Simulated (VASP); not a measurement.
A run of VASP 6.6.1 is set up as follows.

File INCAR:

```
ALGO     = Normal         # electronic algorithm
EDIFF    = 1E-7           # SCF threshold, eV
ENCUT    = 520            # plane-wave cutoff, eV
ISIF     = 2              # what is computed and relaxed
ISMEAR   = 0              # smearing method
LASPH    = True           # aspherical terms in the spheres
LCHARG   = False          # write CHGCAR
LREAL    = False          # projectors in reciprocal space
LWAVE    = False          # write WAVECAR
NBANDS   = 11             # bands
NELM     = 80             # most SCF steps
PREC     = Accurate       # precision mode
SIGMA    = 0.1            # smearing width, eV
```

File KPOINTS:

```
k-points
0
Gamma
  8 8 8
```

POSCAR

```
C
1.0
    0.0000000000      1.7834000000      1.7834000000
    1.7834000000      0.0000000000      1.7834000000
    1.7834000000      1.7834000000      0.0000000000
C
2
Direct
    0.5000000000      0.5000000000      0.5000000000
    0.7500000000      0.7500000000      0.7500000000
```

Potentials or basis: VASP PAW LDA potentials, release 64 (C).

Launch:

```bash
$ cat potpaw_LDA.64/C/POTCAR > POTCAR
$ mpirun -np 1 vasp_std > vasp.out
```

Predict the pressure.

-11.7 GPa.

What does it give for the band gap on the k mesh?

4.10 eV, indirect (least direct gap 5.54 eV).

A k mesh can miss the band edges. LDA gaps usually lie below the measured ones, often by a third to a half.
